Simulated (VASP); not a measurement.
SiO2: single point with PBE

SiO2:

```
CELL_PARAMETERS angstrom
4.23588 0.00000 0.00000
0.00000 4.23588 0.00000
0.00000 0.00000 2.77050
ATOMIC_POSITIONS crystal
Si 0.50000 0.50000 0.50000
Si 0.00000 0.00000 0.00000
O 0.69301 0.69301 0.00000
O 0.19301 0.80699 0.50000
O 0.30699 0.30699 0.00000
O 0.80699 0.19301 0.50000
```

```yaml
Program: VASP 6.6.1
Task: single point
Functional: PBE
Potentials_or_basis: VASP PAW PBE potentials, release 64 (Si, O)
Cutoff: 520 eV
k_mesh: 6 × 6 × 8
Occupations: gaussian, width 0.05 eV
Spin: no spin polarisation
Dipole_correction: no
Further_INCAR_settings: ALGO = Normal; EDIFF = 1e-07; NBANDS = 25
```

```
Pressure               : -9.3 GPa
Largest force          : 0.052 eV/Å
Band gap on the k mesh : 4.41 eV
```

Forces on the atoms (eV/Å):
```
Si   0.000  0.000  0.000
Si   0.000  0.000  0.000
O    0.037  0.037  0.000
O    0.037 -0.037  0.000
O   -0.037 -0.037  0.000
O   -0.037  0.037  0.000
```

Stress tensor (GPa, compression positive):
```
 -4.90   0.00   0.00
  0.00  -4.90   0.00
  0.00   0.00 -18.02
```

Levels at points of the mesh, in eV from the valence-band top:
| k point | band 12 | band 13 | band 14 | band 15 | band 16 | band 17 | band 18 | band 19 | band 20 | band 21 |
| --- | --- | --- | --- | --- | --- | --- | --- | --- | --- | --- |
| (0.00, 0.00, 0.00) | -3.07 | -2.58 | -0.80 | -0.80 | 0.00 | 4.41 | 6.05 | 7.67 | 7.67 | 10.75 |
| (0.50, 0.00, 0.00) | -3.55 | -2.65 | -2.65 | -0.98 | -0.98 | 6.69 | 6.69 | 8.28 | 8.28 | 10.82 |
| (0.50, 0.50, 0.00) | -3.20 | -2.55 | -2.55 | -1.99 | -1.99 | 6.41 | 6.41 | 9.19 | 9.19 | 12.66 |
| (0.00, 0.00, 0.50) | -4.32 | -2.82 | -2.82 | -2.45 | -2.45 | 8.28 | 8.28 | 12.02 | 12.02 | 12.12 |
| (0.50, 0.00, 0.50) | -3.67 | -2.08 | -2.08 | -1.59 | -1.59 | 8.15 | 8.15 | 9.35 | 9.35 | 12.03 |
| (0.50, 0.50, 0.50) | -4.19 | -1.61 | -1.61 | -1.39 | -1.39 | 6.53 | 6.53 | 10.57 | 10.57 | 11.49 |

Wall time 78 s on 1 thread of Intel Xeon 8259CL (shared host), peak memory 0.19 GiB.

Caveat: the cell stands under tension. A k mesh can miss the band edges.
